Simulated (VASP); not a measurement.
A run of VASP 6.6.1:

Contents of POSCAR:

```
Sr
1.0
    7.7375067447      0.0000000000      0.0000000000
    0.0000000000      7.7375067447      0.0000000000
    0.0000000000      0.0000000000      7.7375067447
Sr
8
Direct
    0.5000000000      0.5000000000      0.5000000000
    0.0000000000      0.0000000000      0.0000000000
    0.2500000000      0.0000000000      0.5000000000
    0.5000000000      0.2500000000      0.0000000000
    0.5000000000      0.7500000000      0.0000000000
    0.7500000000      0.0000000000      0.5000000000
    0.0000000000      0.5000000000      0.7500000000
    0.0000000000      0.5000000000      0.2500000000
```

The input INCAR.step1:

```
SYSTEM = Sr
PREC     = Accurate       ! precision mode
ENCUT    = 520            ! plane-wave cutoff, eV
ISMEAR   = 0              ! smearing method
SIGMA    = 0.1            ! smearing width, eV
LREAL    = .FALSE.        ! projectors in reciprocal space
LASPH    = .TRUE.         ! aspherical terms in the spheres
NELM     = 100            ! most SCF steps
NBANDS   = 50             ! bands
GGA      = PE             ! functional
ALGO     = Normal         ! electronic algorithm
EDIFF    = 1E-4           ! SCF threshold, eV
LWAVE    = .TRUE.         ! write WAVECAR
LCHARG   = .FALSE.        ! write CHGCAR
```

Contents of INCAR.step2:

```
SYSTEM = Sr
PREC     = Accurate       ! precision mode
ENCUT    = 520            ! plane-wave cutoff, eV
EDIFF    = 1E-7           ! SCF threshold, eV
ISMEAR   = 0              ! smearing method
SIGMA    = 0.1            ! smearing width, eV
LREAL    = .FALSE.        ! projectors in reciprocal space
LASPH    = .TRUE.         ! aspherical terms in the spheres
NELM     = 100            ! most SCF steps
ALGO     = Normal         ! electronic algorithm
ISIF     = 2              ! what is computed and relaxed
LWAVE    = .FALSE.        ! write WAVECAR
LCHARG   = .TRUE.         ! write CHGCAR
METAGGA  = R2SCAN         ! meta-GGA
LMIXTAU  = .TRUE.       
LELF     = .TRUE.         ! ELF
LVHAR    = .TRUE.       
NBANDS   = 50             ! bands
ISTART   = 1
```

KPOINTS

```
Automatic mesh
0
G
  4 4 4
  0 0 0
```

Potentials or basis: VASP PAW PBE potentials, release 64 (Sr_sv).

Launch:

```console
$ cat potpaw_PBE.64/Sr_sv/POTCAR > POTCAR
$ cp INCAR.step1 INCAR
$ mpirun -np 1 vasp_std > vasp.out
$ cp INCAR.step2 INCAR
$ mpirun -np 1 vasp_std > vasp.out
```

Hardware: 1 thread of Intel(R) Xeon(R) 6975P-C (Granite Rapids) (shared host).

Problem. Estimate the wall time of this run.

Solution. Run time: 7 min on 1 thread of Intel(R) Xeon(R) 6975P-C (Granite Rapids), on a shared host, peak memory 0.61 GiB. Counts: k points 10.
